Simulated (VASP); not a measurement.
Ba2TaS4:

```
Ba Ta S
1.0
     5.29845    0.00000    0.00000
    -2.64922    4.58859    0.00000
     0.00000    0.00000    8.76191
Ba Ta S
2 1 4
Direct
  0.00000 0.00000 0.77907
  0.00000 0.00000 0.22093
  0.00000 0.00000 0.50000
  0.50000 0.00000 0.50000
  0.00000 0.50000 0.50000
  0.50000 0.50000 0.50000
  0.00000 0.00000 0.00000
```

The cell was built from a structure type or drawn by symmetry, and may not be a known phase.

| Quantity | Value |
| --- | --- |
| Program | VASP 6.6.1 |
| Task | relaxation of cell and atoms |
| Functional | PBE |
| Potentials or basis | VASP PAW PBE potentials, release 64 (Ba_sv, Ta_pv, S) |
| Cutoff | 600 eV |
| k mesh | 6 × 6 × 2 |
| Occupations | gaussian, width 0.1 eV |
| Spin | no spin polarisation |

At the start: pressure 31.8 GPa; volume 30.43 Å³/atom.

How do energy, volume and symmetry change on relaxing?

Over 30 steps the energy falls by 2222.6 meV/atom and the volume is 41.65 Å³/atom (+36.9 %); space group P6/mmm (No. 191, to 0.1 Å) before and after.

Step by step:
```
step  energy change (eV)  largest force (eV/Å)  pressure (GPa)  volume (Å³)
   1              0.0000               20.6442           31.76       213.02
   2             -9.4675                2.2494            0.52       398.83
   3             -9.4834                2.2662            0.54       397.68
   4             -9.5334                2.3171            0.61       393.99
   5             -9.7048                2.4754            0.81       380.21
   6            -11.0496                4.1455            1.91       296.66
   7            -11.4169                9.5365            8.03       254.85
   8            -11.1590                5.9499            3.48       283.25
   9            -11.2883                6.7666            4.24       276.56
  10            -13.2323                2.4249           -1.53       323.05
  11            -13.3141                2.2434           -1.89       329.67
  12            -13.3533                1.6892           -2.90       343.07
  13            -13.3631                1.9700           -2.38       336.28
  14            -14.1198                2.1920           -1.24       309.78
  15            -14.3980                0.7084            7.73       238.71
  16            -14.7376                2.2166            1.53       275.00
  17            -14.7945                1.8370            3.80       258.00
  18            -15.0563                0.7602            4.12       256.37
  19            -15.0743                0.2706            4.32       255.81
  20            -15.3695                0.2599            2.19       269.86
  21            -15.5080                0.3362           -0.46       294.40
  22            -15.5115                0.3213           -0.17       291.12
  23            -15.5114                0.3179           -0.10       290.38
  24            -15.5221                0.3232           -0.09       290.38
  25            -15.5417                0.3369           -0.04       290.34
  26            -15.5205                0.3327            0.13       290.07
  27            -15.5447                0.3338           -0.01       290.30
  28            -15.5541                0.1709            0.08       290.20
  29            -15.5572                0.0072            0.17       290.11
  30            -15.5581                0.0057            0.03       291.54
```

Final structure:
```
CELL_PARAMETERS angstrom
5.17484 0.00000 0.00000
-2.58742 4.48154 0.00000
0.00000 0.00000 12.57122
ATOMIC_POSITIONS crystal
Ba 0.00000 0.00000 0.78061
Ba 0.00000 0.00000 0.21939
Ta 0.00000 0.00000 0.50000
S 0.50000 0.00000 0.50000
S 0.00000 0.50000 0.50000
S 0.50000 0.50000 0.50000
S 0.00000 0.00000 0.00000
```

Caveat: the volume moved by over 15 % at a fixed basis, so the end points are rough.
